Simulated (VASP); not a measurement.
# InP (zincblende type) (F-43m) in VASP: further runs, part 2 of 2

VASP 6.6.1. Earlier steps stand in the parts before.

## Step 3: Single point, LDA (volume scaled by 0.72)

INCAR reads:

```
SYSTEM = InP
PREC     = Accurate       ! precision mode
ENCUT    = 500            ! plane-wave cutoff, eV
EDIFF    = 1E-6           ! SCF threshold, eV
ISMEAR   = -1             ! smearing method
SIGMA    = 0.05           ! smearing width, eV
LREAL    = .False.        ! projectors in reciprocal space
LASPH    = .True.         ! aspherical terms in the spheres
NELM     = 120            ! most SCF steps
ALGO     = Normal         ! electronic algorithm
ISIF     = 2              ! what is computed and relaxed
LWAVE    = .False.        ! write WAVECAR
LCHARG   = .False.        ! write CHGCAR
GGA      = CA             ! functional
NBANDS   = 16             ! bands
GGA_COMPAT= .False.
```

KPOINTS reads:

```
regular mesh
0
Gamma
  11 11 11
  0 0 0
```

POSCAR reads:

```
InP
1.0
    0.0000000000      2.6113807435      2.6113807435
    2.6113807435      0.0000000000      2.6113807435
    2.6113807435      2.6113807435      0.0000000000
In P
1 1
Direct
    0.0000000000      0.0000000000      0.0000000000
    0.2500000000      0.2500000000      0.2500000000
```

Potentials or basis: VASP PAW LDA potentials, release 64 (In_d, P).

Command:

```
$ cat potpaw_LDA.64/In_d/POTCAR potpaw_LDA.64/P/POTCAR > POTCAR
$ mpirun -np 1 vasp_std > vasp.out
```

OUTCAR:

```text
SYSTEM = InP
   PREC = Accurate
   ENCUT = 500
   EDIFF = 1E-6
   ISMEAR = -1
   LREAL = .False.
   LASPH = .True.
   NELM = 120
   ISIF = 2
   GGA = CA

 ion  position               nearest neighbor table
   1  0.000  0.000  0.000-   2 2.26   2 2.26   2 2.26   2 2.26
   2  0.250  0.250  0.250-   1 2.26   1 2.26   1 2.26   1 2.26

  LATTYP: Found a face centered cubic cell.
 ALAT       =     5.2227614870

  Lattice vectors:

 A1 = (   0.0000000000,   2.6113807435,   2.6113807435)
 A2 = (   2.6113807435,   0.0000000000,   2.6113807435)
 A3 = (   2.6113807435,   2.6113807435,   0.0000000000)

Analysis of symmetry for initial positions (statically):
=====================================================================
 Subroutine PRICEL returns:
 Original cell was already a primitive cell.

 Routine SETGRP: Setting up the symmetry group for a
 face centered cubic supercell.

 Subroutine GETGRP returns: Found 24 space group operations
 (whereof 24 operations were pure point group operations)
 out of a pool of 48 trial point group operations.

The static configuration has the point symmetry T_d .

Analysis of symmetry for dynamics (positions and initial velocities):
=====================================================================
 Subroutine PRICEL returns:
 Original cell was already a primitive cell.

 Routine SETGRP: Setting up the symmetry group for a
 face centered cubic supercell.

 Subroutine GETGRP returns: Found 24 space group operations
 (whereof 24 operations were pure point group operations)
 out of a pool of 48 trial point group operations.

The dynamic configuration has the point symmetry T_d .

 Subroutine INISYM returns: Found 24 space group operations
 (whereof 24 operations are pure point group operations),
 and found     1 'primitive' translations

----------------------------------------------------------------------------------------

                                     Primitive cell

  volume of cell :      35.6156

  direct lattice vectors                    reciprocal lattice vectors
     0.000000000  2.611380743  2.611380743    -0.191469590  0.191469590  0.191469590
     2.611380743  0.000000000  2.611380743     0.191469590 -0.191469590  0.191469590
     2.611380743  2.611380743  0.000000000     0.191469590  0.191469590 -0.191469590

  length of vectors
     3.693050064  3.693050064  3.693050064     0.331635058  0.331635058  0.331635058

  position of ions in fractional coordinates (direct lattice)
     0.000000000  0.000000000  0.000000000
     0.250000000  0.250000000  0.250000000

  ion indices of the primitive-cell ions
   primitive index   ion index
                 1           1
                 2           2

----------------------------------------------------------------------------------------

 KPOINTS: regular mesh

Automatic generation of k-mesh.
 Grid dimensions read from file:
 generate k-points for:   11   11   11

 Generating k-lattice:

  Cartesian coordinates                     Fractional coordinates (reciprocal lattice)
    -0.017406326  0.017406326  0.017406326     0.090909091  0.000000000  0.000000000
     0.017406326 -0.017406326  0.017406326     0.000000000  0.090909091  0.000000000
     0.017406326  0.017406326 -0.017406326     0.000000000  0.000000000  0.090909091

  Length of vectors
     0.030148642  0.030148642  0.030148642

  Shift w.r.t. Gamma in fractional coordinates (k-lattice)
     0.000000000  0.000000000  0.000000000

 Subroutine IBZKPT returns following result:
 ===========================================

 Found     56 irreducible k-points:

 Following reciprocal coordinates:
            Coordinates               Weight
  0.000000  0.000000  0.000000      1.000000
  0.090909  0.000000  0.000000      8.000000
  0.181818  0.000000  0.000000      8.000000
  0.272727  0.000000  0.000000      8.000000
  0.363636  0.000000  0.000000      8.000000
  0.454545  0.000000  0.000000      8.000000
[... 16 lines left out ...]
 -0.272727  0.181818  0.000000     24.000000
 -0.181818  0.181818  0.000000     12.000000
 [... further k-points ...]
   k-points           NKPTS =     56   k-points in BZ     NKDIM =     56   number of bands    NBANDS=     16
   number of dos      NEDOS =    301   number of ions     NIONS =      2
   total plane-waves  NPLWV =  21952
   dimension x,y,z NGX =    28 NGY =   28 NGZ =   28
   dimension x,y,z NGXF=    56 NGYF=   56 NGZF=   56
   ions per type =               1   1
   NGX,Y,Z   is equivalent  to a cutoff of  12.60, 12.60, 12.60 a.u.
   NGXF,Y,Z  is equivalent  to a cutoff of  25.21, 25.21, 25.21 a.u.
 SYSTEM =  InP
   PREC   = accura    normal or accurate (medium, high low for compatibility)
   ISTART =      0    job   : 0-new  1-cont  2-samecut
   ICHARG =      2    charge: 1-file 2-atom 10-const
   ISPIN  =      1    spin polarized calculation?
   LNONCOLLINEAR =      F non collinear calculations
   LSORBIT =      F    spin-orbit coupling
   LASPH  =      T    aspherical Exc in radial PAW
   ENCUT  =  500.0 eV  36.75 Ry    6.06 a.u.   6.73  6.73  6.73*2*pi/ulx,y,z
   NELM   =    120;   NELMIN=  2; NELMDL= -5     # of ELM steps
   EDIFF  = 0.1E-05   stopping-criterion for ELM
   LREAL  =      F    real-space projection
   EDIFFG = 0.1E-04   stopping-criterion for IOM
   NSW    =      0    number of steps for IOM
   IBRION =     -1    ionic relax: 0-MD 1-quasi-New 2-CG
   NFREE  =      0    steps in history (QN), initial steepest desc. (CG)
   ISIF   =      2    stress and relaxation
   ISYM   =      2    0-nonsym 1-usesym 2-fastsym
   POTIM  = 0.5000    time-step for ionic-motion
   TEBEG  =    0.0;   TEEND  =   0.0 temperature during run
   PSTRESS=    0.0 pullay stress
   NELECT =      18.0000    total number of electrons
   NUPDOWN=      -1.0000    fix difference up-down
   EMIN   =  10.00;   EMAX   =-10.00  energy-range for DOS
   EFERMI =   0.00;   METHOD = LEGACY
   ISMEAR =    -1;   SIGMA  =   0.05  broadening in eV -4-tet -1-fermi 0-gaus
   EFERMI_NEDOS =   21; number of points for ismear=-14 and -15
   IALGO  =     38    algorithm
   IMIX   =      4    mixing-type and parameters
     AMIX     =   0.40;   BMIX     =  1.00
     AMIX_MAG =   1.60;   BMIX_MAG =  1.00
  volume/ion in A,a.u.               =      17.81       120.17
  Fermi-wavevector in a.u.,A,eV,Ry     =   1.304024  2.464247 23.136404  1.700478
  Thomas-Fermi vector in A             =   2.434987
   LORBIT       =      0    0 simple, 1 ext, 2 COOP (PROOUT), +10 PAW based schemes
   GGA     = CA    functional components
   LHFCALC =     F    Hartree Fock is set to
   AEXX    =    0.0000 exact exchange contribution
   IVDW    =     0    specifies the selected vdW correction
   LEPSILON=     F    determine dielectric tensor
   LRPA    =     F    only Hartree local field effects (RPA)
 non-spin polarized calculation
  energy-cutoff  :      500.00
  volume of cell :       35.62
 maximum number of plane-waves:       918
   NGX = 13   NGY = 13   NGZ = 13

 number of electron      18.0000003 magnetization

 Free energy of the ion-electron system (eV)
  ---------------------------------------------------
  ext. energy  EPLUGINS =         0.00000000
  ---------------------------------------------------
  free energy    TOTEN  =        -8.09780741 eV

  energy without entropy =       -8.09780609  energy(sigma->0) =       -8.09780675

 E-fermi :  10.1579     XC(G=0): -11.1930

 val. band max:        9.7438062718   @ k =   0.0000   0.0000   0.0000
 cond. band min:      10.6010712507   @ k =   0.4545   0.4545   0.0000
 fundamental gap:      0.8572649789
 Fermi energy:        10.1578952163

 k-point     1 :       0.0000    0.0000    0.0000
  band No.  band energies     occupation
      1      -5.8410      2.00000
      2      -5.8410      2.00000
      3      -5.8410      2.00000
      4      -5.4174      2.00000
      5      -5.4174      2.00000
      6      -4.8466      2.00000
[... 8 lines left out ...]
     15      19.6250      0.00000
     16      19.7715      0.00000

 k-point     2 :       0.0909    0.0000    0.0000
  band No.  band energies     occupation
      1      -5.8944      2.00000
      2      -5.8290      2.00000
      3      -5.8290      2.00000
      4      -5.4181      2.00000
      5      -5.4181      2.00000
      6      -4.6690      2.00000
[... 8 lines left out ...]
     15      18.9711      0.00000
     16      20.1696      0.00000
[... 387 lines left out ...]
      5      -5.4022      2.00000
      6      -2.4452      2.00000
[... 8 lines left out ...]
     15      21.1363      0.00000
     16      22.1684      0.00000

 k-point    24 :      -0.1818    0.1818    0.0000
  band No.  band energies     occupation
      1      -6.1174      2.00000
      2      -5.7464      2.00000
      3      -5.7431      2.00000
      4      -5.4399      2.00000
      5      -5.4002      2.00000
      6      -3.2473      2.00000
[... 8 lines left out ...]
     15      20.5540      0.00000
     16      21.9699      0.00000

 [... further k-points ...]
[... 5 lines left out ...]
  --------------------------------------------------------------------------------------
  -------------------------------------------------------------------------------------
  Total       10.8411746     10.8411746     10.8411746     -0.0000000      0.0000000      0.0000000
  in kB      487.6927890    487.6927890    487.6927890     -0.0000000      0.0000000      0.0000000
  external PRESSURE =     487.6927890 kB  Pullay stress =       0.0000000 kB

 VOLUME and BASIS-vectors are now :
 -----------------------------------------------------------------------------
  energy-cutoff  :      500.00
  volume of cell :       35.62
      direct lattice vectors                 reciprocal lattice vectors
     0.000000000  2.611380743  2.611380743    -0.191469590  0.191469590  0.191469590
     2.611380743  0.000000000  2.611380743     0.191469590 -0.191469590  0.191469590
     2.611380743  2.611380743  0.000000000     0.191469590  0.191469590 -0.191469590

 POSITION                                       TOTAL-FORCE (eV/Angst)
 -----------------------------------------------------------------------------------
      0.00000      0.00000      0.00000        -0.000000     -0.000000      0.000000
      1.30569      1.30569      1.30569         0.000000      0.000000     -0.000000
 -----------------------------------------------------------------------------------
    total drift:                               -0.000001     -0.000001     -0.000001

  FREE ENERGIE OF THE ION-ELECTRON SYSTEM (eV)
  ---------------------------------------------------
  free  energy   TOTEN  =        -8.0978074111 eV

  energy  without entropy=       -8.0978060936  energy(sigma->0) =       -8.09780675
```

Run time: 20 s. Hardware: 1 thread of Intel Xeon Platinum 8375C at 2.90GHz (Ice Lake), shared host; peak memory 0.16 GiB.

What came out:

```
Free energy            : -8.0978 eV
Pressure               : 48.8 GPa
Band gap on the k mesh : 0.86 eV, indirect (least direct gap 2.18 eV)
```

Levels at points of the mesh, in eV from the valence-band top:
| k point | band 6 | band 7 | band 8 | band 9 | band 10 | band 11 | band 12 | band 13 |
| --- | --- | --- | --- | --- | --- | --- | --- | --- |
| (0.00, 0.00, 0.00) | -14.59 | 0.00 | 0.00 | 0.00 | 2.18 | 3.65 | 3.65 | 3.65 |

Caveat: spin-orbit coupling is left out, which moves the levels of the heavy elements.

## Step 4: Single point, LDA (volume scaled by 0.8)

INCAR reads:

```
PREC = Accurate
ENCUT = 500
EDIFF = 1E-6
ISMEAR = -1
SIGMA = 0.05
LREAL = False
LASPH = True
NELM = 120
ALGO = Normal
ISIF = 2
LWAVE = False
LCHARG = True
LELF = True
LVHAR = True
NBANDS = 16
GGA_COMPAT = False
```

KPOINTS reads:

```
regular mesh
0
Gamma
  11 11 11
```

POSCAR reads:

```
InP
1.0
    0.0000000000      2.7047223772      2.7047223772
    2.7047223772      0.0000000000      2.7047223772
    2.7047223772      2.7047223772      0.0000000000
In P
1 1
Direct
    0.0000000000      0.0000000000      0.0000000000
    0.2500000000      0.2500000000      0.2500000000
```

Potentials or basis: VASP PAW LDA potentials, release 64 (In_d, P).

Command:

```
$ cat potpaw_LDA.64/In_d/POTCAR potpaw_LDA.64/P/POTCAR > POTCAR
$ mpirun -np 1 vasp_std > vasp.out
```

OUTCAR:

```text
PREC = Accurate
   ENCUT = 500
   EDIFF = 1E-6
   ISMEAR = -1
   LREAL = False
   LASPH = True
   NELM = 120
   ISIF = 2

 ion  position               nearest neighbor table
   1  0.000  0.000  0.000-   2 2.34   2 2.34   2 2.34   2 2.34
   2  0.250  0.250  0.250-   1 2.34   1 2.34   1 2.34   1 2.34

  LATTYP: Found a face centered cubic cell.
 ALAT       =     5.4094447544

  Lattice vectors:

 A1 = (   0.0000000000,   2.7047223772,   2.7047223772)
 A2 = (   2.7047223772,   0.0000000000,   2.7047223772)
 A3 = (   2.7047223772,   2.7047223772,   0.0000000000)

Analysis of symmetry for initial positions (statically):
=====================================================================
 Subroutine PRICEL returns:
 Original cell was already a primitive cell.

 Routine SETGRP: Setting up the symmetry group for a
 face centered cubic supercell.

 Subroutine GETGRP returns: Found 24 space group operations
 (whereof 24 operations were pure point group operations)
 out of a pool of 48 trial point group operations.

The static configuration has the point symmetry T_d .

Analysis of symmetry for dynamics (positions and initial velocities):
=====================================================================
 Subroutine PRICEL returns:
 Original cell was already a primitive cell.

 Routine SETGRP: Setting up the symmetry group for a
 face centered cubic supercell.

 Subroutine GETGRP returns: Found 24 space group operations
 (whereof 24 operations were pure point group operations)
 out of a pool of 48 trial point group operations.

The dynamic configuration has the point symmetry T_d .

 Subroutine INISYM returns: Found 24 space group operations
 (whereof 24 operations are pure point group operations),
 and found     1 'primitive' translations

----------------------------------------------------------------------------------------

[... 104 lines left out ...]
   NUPDOWN=      -1.0000    fix difference up-down
   EMIN   =  10.00;   EMAX   =-10.00  energy-range for DOS
   EFERMI =   0.00;   METHOD = LEGACY
   ISMEAR =    -1;   SIGMA  =   0.05  broadening in eV -4-tet -1-fermi 0-gaus
   EFERMI_NEDOS =   21; number of points for ismear=-14 and -15
   IALGO  =     38    algorithm
   IMIX   =      4    mixing-type and parameters
     AMIX     =   0.40;   BMIX     =  1.00
     AMIX_MAG =   1.60;   BMIX_MAG =  1.00
  volume/ion in A,a.u.               =      19.79       133.53
  Fermi-wavevector in a.u.,A,eV,Ry     =   1.259021  2.379205 21.567056  1.585134
  Thomas-Fermi vector in A             =   2.392602
   LORBIT       =      0    0 simple, 1 ext, 2 COOP (PROOUT), +10 PAW based schemes
   GGA     = CA    functional components
   LHFCALC =     F    Hartree Fock is set to
   AEXX    =    0.0000 exact exchange contribution
   IVDW    =     0    specifies the selected vdW correction
   LEPSILON=     F    determine dielectric tensor
   LRPA    =     F    only Hartree local field effects (RPA)
 non-spin polarized calculation
  energy-cutoff  :      500.00
  volume of cell :       39.57
 maximum number of plane-waves:      1018
   NGX = 13   NGY = 13   NGZ = 13

 number of electron      18.0000009 magnetization

 Free energy of the ion-electron system (eV)
  ---------------------------------------------------
  ext. energy  EPLUGINS =         0.00000000
  ---------------------------------------------------
  free energy    TOTEN  =        -9.00593346 eV

  energy without entropy =       -9.00593334  energy(sigma->0) =       -9.00593340

 E-fermi :   8.6429     XC(G=0): -10.6908

 val. band max:        8.0889676842   @ k =   0.0000   0.0000   0.0000
 cond. band min:       9.2197583637   @ k =   0.4545   0.4545   0.0000
 fundamental gap:      1.1307906796
 Fermi energy:         8.6428990574

 k-point     1 :       0.0000    0.0000    0.0000
  band No.  band energies     occupation
      1      -6.9071      2.00000
      2      -6.9071      2.00000
      3      -6.9071      2.00000
      4      -6.5875      2.00000
      5      -6.5875      2.00000
      6      -5.4232      2.00000
[... 433 lines left out ...]
      3      -6.8327      2.00000
      4      -6.6025      2.00000
      5      -6.5728      2.00000
      6      -4.0515      2.00000
[... 8 lines left out ...]
     15      18.5967      0.00000
     16      20.0962      0.00000

 [... further k-points ...]
[... 5 lines left out ...]
  --------------------------------------------------------------------------------------
  -------------------------------------------------------------------------------------
  Total        6.4999251      6.4999251      6.4999251      0.0000000      0.0000000      0.0000000
  in kB      263.1605946    263.1605946    263.1605946      0.0000000      0.0000000      0.0000000
  external PRESSURE =     263.1605946 kB  Pullay stress =       0.0000000 kB

 VOLUME and BASIS-vectors are now :
 -----------------------------------------------------------------------------
  energy-cutoff  :      500.00
  volume of cell :       39.57
      direct lattice vectors                 reciprocal lattice vectors
     0.000000000  2.704722377  2.704722377    -0.184861857  0.184861857  0.184861857
     2.704722377  0.000000000  2.704722377     0.184861857 -0.184861857  0.184861857
     2.704722377  2.704722377  0.000000000     0.184861857  0.184861857 -0.184861857

 POSITION                                       TOTAL-FORCE (eV/Angst)
 -----------------------------------------------------------------------------------
      0.00000      0.00000      0.00000         0.000000      0.000000      0.000000
      1.35236      1.35236      1.35236        -0.000000     -0.000000     -0.000000
 -----------------------------------------------------------------------------------
    total drift:                               -0.000000     -0.000000     -0.000000

  FREE ENERGIE OF THE ION-ELECTRON SYSTEM (eV)
  ---------------------------------------------------
  free  energy   TOTEN  =        -9.0059334605 eV

  energy  without entropy=       -9.0059333430  energy(sigma->0) =       -9.00593340
```

Run time: 21 s. Hardware: 1 thread of Intel Xeon Platinum 8375C at 2.90GHz (Ice Lake), shared host; peak memory 0.16 GiB.

Results:

```
Free energy            : -9.0059 eV
Pressure               : 26.3 GPa
Band gap on the k mesh : 1.13 eV, indirect (least direct gap 1.74 eV)
```

Caveat: spin-orbit coupling is left out, which moves the levels of the heavy elements. A k mesh can miss the band edges.

## Step 5: Single point, LDA (volume scaled by 0.8)

INCAR reads:

```
SYSTEM = InP
  PREC = Accurate
  ENCUT = 500
  EDIFF = 1E-6
  ISMEAR = -1
  SIGMA = 0.05
  LREAL = .False.
  LASPH = .True.
  NELM = 120
  ALGO = Normal
  ISIF = 2
  LWAVE = .False.
  LCHARG = .True.
  GGA = CA
  LELF = .True.
  LVHAR = .True.
  NBANDS = 16
  GGA_COMPAT = .False.
```

KPOINTS reads:

```
regular mesh
0
Gamma
  11 11 11
  0 0 0
```

POSCAR is that of step 4.

Command:

```
$ cat potpaw_LDA.64/In_d/POTCAR potpaw_LDA.64/P/POTCAR > POTCAR
$ mpirun -np 1 vasp_std > vasp.out
```

It took 21 s on 1 thread of Intel Xeon Platinum 8375C at 2.90GHz (Ice Lake), shared host; peak memory 0.16 GiB.

The run converged. Its results:

| Item | Value |
| --- | --- |
| Free energy | -9.0059 eV |
| Pressure | 26.3 GPa |
| Band gap on the k mesh | 1.13 eV, indirect (least direct gap 1.74 eV) |

Levels at points of the mesh, in eV from the valence-band top:
| k point | band 6 | band 7 | band 8 | band 9 | band 10 | band 11 | band 12 | band 13 |
| --- | --- | --- | --- | --- | --- | --- | --- | --- |
| (0.00, 0.00, 0.00) | -13.51 | 0.00 | 0.00 | 0.00 | 1.74 | 3.82 | 3.82 | 3.82 |

Caveat: spin-orbit coupling is left out, which moves the levels of the heavy elements.
